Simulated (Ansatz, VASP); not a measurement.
AlSi48H25C3 in VASP and in Ansatz

```
CELL_PARAMETERS angstrom
7.68059 7.68059 0.00000
-7.68059 7.68059 0.00000
0.00000 0.00000 23.42765
ATOMIC_POSITIONS crystal
Si 0.69300 0.30277 0.40752
Si 0.81735 0.67883 0.41060
Si 0.06303 0.94139 0.40749
Si 0.30356 0.19576 0.43211
Si 0.96689 0.53630 0.43951
Si 0.21201 0.78834 0.42678
Si 0.45786 0.03250 0.44398
Si 0.54648 0.44930 0.42740
Si 0.87842 0.38832 0.37700
Si 0.87724 0.87005 0.37428
Si 0.13834 0.12648 0.37466
Si 0.37975 0.36399 0.37781
Si 0.11508 0.62582 0.37720
Si 0.37332 0.89010 0.37746
Si 0.60511 0.11760 0.37973
Si 0.62475 0.61604 0.37678
Si 0.00050 0.25120 0.32285
Si 0.00588 0.74675 0.31192
Si 0.25320 0.99822 0.31210
Si 0.49904 0.24853 0.31475
Si 0.25037 0.49784 0.32514
Si 0.49824 0.75289 0.32445
Si 0.74456 0.00203 0.32311
Si 0.75164 0.49986 0.31330
Si 0.87307 0.12592 0.26447
Si 0.87631 0.62508 0.25666
Si 0.12589 0.87635 0.25640
Si 0.37616 0.12524 0.25648
Si 0.12645 0.37502 0.26374
Si 0.37433 0.62506 0.26531
Si 0.62493 0.87341 0.26361
Si 0.62248 0.37532 0.25860
Si 0.75028 0.24965 0.20309
Si 0.74850 0.75160 0.20230
Si 0.99677 0.00303 0.20281
Si 0.24863 0.25185 0.20228
Si 0.00312 0.49755 0.20227
Si 0.25240 0.74760 0.20263
Si 0.50222 0.99707 0.20219
Si 0.49706 0.50260 0.20320
Si 0.87500 0.37500 0.14551
Si 0.87500 0.87500 0.14551
Si 0.12500 0.12500 0.14551
Si 0.37500 0.37500 0.14551
Si 0.12500 0.62500 0.14551
Si 0.37500 0.87500 0.14551
Si 0.62500 0.12500 0.14551
Si 0.62500 0.62500 0.14551
H 0.95163 0.29837 0.10671
H 0.79837 0.45163 0.10671
H 0.95163 0.79837 0.10671
H 0.79837 0.95163 0.10671
H 0.20163 0.04837 0.10671
H 0.04837 0.20163 0.10671
H 0.45163 0.29837 0.10671
H 0.29837 0.45163 0.10671
H 0.20163 0.54837 0.10671
H 0.04837 0.70163 0.10671
H 0.45163 0.79837 0.10671
H 0.29837 0.95163 0.10671
H 0.70163 0.04837 0.10671
H 0.54837 0.20163 0.10671
H 0.70163 0.54837 0.10671
H 0.54837 0.70163 0.10671
H 0.25697 0.53922 0.55292
H 0.39662 0.56815 0.51694
H 0.38198 0.60670 0.59058
H 0.24809 0.87884 0.62564
H 0.13888 0.93796 0.57588
H 0.29584 0.97983 0.57004
H 0.31401 0.29283 0.52863
H 0.16791 0.32029 0.49628
H 0.20096 0.17403 0.52764
Al 0.26588 0.76630 0.52831
C 0.33343 0.60553 0.54945
C 0.23342 0.90321 0.58061
C 0.24012 0.25087 0.50323
```

Alike in both runs: task single point; functional RPBE; k mesh 1 × 1 × 1; occupations gaussian, width 0.03 eV; no spin polarisation.

```csv
,VASP,Ansatz
version,VASP 6.6.1,Ansatz 0.2.0
potentials or method,"VASP PAW PBE potentials, release 64 (Si, H, Al, C)","scalar-relativistic, plane waves, PAW"
plane-wave cutoff (eV),520,420
valence electrons in the cell,232,232
```

VASP gave:

```
rms of the force components (eV/Å) : 0.120
```

Question: What did Ansatz give for the same quantities?

Answer: rms of the force components (eV/Å): 0.118.

VASP's potentials were made for PBE, not for RPBE.
